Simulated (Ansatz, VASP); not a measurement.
Pb: VASP beside Ansatz

```
Pb
1.0
     3.55956    0.00000    0.00000
    -1.77978    3.08267    0.00000
     0.00000    0.00000   29.74671
Pb
5
Cartesian
  0.0000 0.0000 7.0000
  1.7798 1.0276 9.6225
  0.0000 2.0551 12.5297
  -1.7798 3.0827 15.2893
  1.7798 1.0276 18.0081
```

Alike in both runs: task single point; functional r2SCAN; dispersion rVV10; k mesh 12 × 12 × 1; occupations methfessel-paxton of order 1, width 0.1 eV; no spin polarisation.

```csv
,VASP,Ansatz
version,VASP 6.6.1,Ansatz 0.2.0
potentials or method,"VASP PAW PBE potentials, release 64 (Pb_d), cutoff 440 eV","scalar-relativistic, plane waves, PAW"
valence electrons in the cell,70,70
```

|  | VASP | Ansatz | Ansatz less VASP |
| --- | --- | --- | --- |
| gap on the k mesh at the Fermi level (eV) | none | none | - |
| rms of the force components (eV/Å) | 0.087 | 0.090 | +0.0026 |

VASP's potentials were made for PBE, not for r2SCAN. Atom by atom the forces differ by 0.008 eV/Å (rms over components). A gap of «none» marks a metal or a gap that the smearing closes. Ansatz's warnings: xc potential rough in thin density.

Spin-orbit coupling is off throughout.
